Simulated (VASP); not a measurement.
Write the native input for VASP 6.6.1 that does the following.

```
Task                   : single point
Functional             : r2SCAN
Potentials or basis    : VASP PAW PBE potentials, release 64 (Na_pv, F)
Cutoff                 : 520 eV
k mesh                 : 10 × 10 × 10
Occupations            : fermi-dirac, width 0.05 eV
Spin                   : no spin polarisation
Dipole correction      : no
Further INCAR settings : ALGO = Normal; EDIFF = 1e-06; NBANDS = 14
```

The system is NaF (Villiaumite).

```xyz
2
Lattice="0.0000 2.3200 2.3200 2.3200 0.0000 2.3200 2.3200 2.3200 0.0000" Properties=species:S:1:pos:R:3 pbc="T T T"
Na    0.0000    0.0000    0.0000
F     2.3200    2.3200    2.3200
```

The input as run:

POSCAR

```
NaF
1.0
    0.0000000000      2.3200000000      2.3200000000
    2.3200000000      0.0000000000      2.3200000000
    2.3200000000      2.3200000000      0.0000000000
Na F
1 1
Direct
    0.0000000000      0.0000000000      0.0000000000
    0.5000000000      0.5000000000      0.5000000000
```

INCAR.step1

```
SYSTEM = NaF
PREC = Accurate
ENCUT = 520
ISMEAR = -1
SIGMA = 0.05
LREAL = .FALSE.
LASPH = .TRUE.
NELM = 60
NBANDS = 14
GGA = PE
ALGO = Normal
EDIFF = 1E-4
LWAVE = .TRUE.
LCHARG = .FALSE.
```

INCAR.step2

```
SYSTEM = NaF
PREC = Accurate
ENCUT = 520
EDIFF = 1E-6
ISMEAR = -1
SIGMA = 0.05
LREAL = .FALSE.
LASPH = .TRUE.
NELM = 60
ALGO = Normal
ISIF = 2
LWAVE = .FALSE.
LCHARG = .TRUE.
METAGGA = R2SCAN
LMIXTAU = .TRUE.
LELF = .TRUE.
LVHAR = .TRUE.
NBANDS = 14
ISTART = 1
```

KPOINTS

```
regular mesh
0
G
  10 10 10
  0 0 0
```

Potentials or basis: VASP PAW PBE potentials, release 64 (Na_pv, F).

The run is started by

```sh
$ cat potpaw_PBE.64/Na_pv/POTCAR potpaw_PBE.64/F/POTCAR > POTCAR
$ cp INCAR.step1 INCAR
$ mpirun -np 1 vasp_std > vasp.out
$ cp INCAR.step2 INCAR
$ mpirun -np 1 vasp_std > vasp.out
```

Results of the run:

The pressure is -2.0 GPa. The band gap on the k mesh is 7.15 eV, direct.

Caveat: the PAW data sets were made with another functional, which shifts forces and pressure a little.

Wall time 31 s on 1 thread of Intel(R) Xeon(R) Platinum 8259CL CPU @ 2.50GHz (Skylake/Cascade Lake), on a shared host, peak memory 0.14 GiB.
